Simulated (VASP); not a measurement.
Tl:

```
Tl
1.0
     0.00000    3.35755    3.35755
     3.35755    0.00000    3.35755
     3.35755    3.35755    0.00000
Tl
2
Direct
  0.12500 0.12500 0.12500
  0.87500 0.87500 0.87500
```

| Quantity | Value |
| --- | --- |
| Program | VASP 6.6.1 |
| Task | relaxation of cell and atoms |
| Functional | revPBE |
| Potentials or basis | VASP PAW PBE potentials, release 64 (Tl_d) |
| Cutoff | 600 eV |
| k mesh | 8 × 8 × 8 |
| Occupations | fermi-dirac, width 0.1 eV |
| Spin | no spin polarisation |

At the start: pressure 5.0 GPa; volume 37.85 Å³/atom.

Q: How do energy, volume and symmetry change on relaxing?

A: Over 5 steps the energy falls by 124.0 meV/atom and the volume is 48.13 Å³/atom (+27.2 %); space group Fd-3m (No. 227, to 0.05 Å).

The path:
```csv
step,energy change (eV),largest force (eV/Å),pressure (GPa),volume (Å³)
1,0.0000,0.0000,5.02,75.70
2,-0.2295,0.0000,0.97,89.44
3,-0.2460,0.0000,0.29,93.80
4,-0.2480,0.0000,0.04,95.83
5,-0.2480,0.0000,-0.01,96.27
```

Final structure:
```
CELL_PARAMETERS angstrom
0.00000 3.63759 3.63759
3.63759 0.00000 3.63759
3.63759 3.63759 0.00000
ATOMIC_POSITIONS crystal
Tl 0.12500 0.12500 0.12500
Tl 0.87500 0.87500 0.87500
```

Caveat: the volume moved by over 15 % at a fixed basis, so the end points are rough; the PAW data sets were made with another functional, which shifts forces and pressure a little.
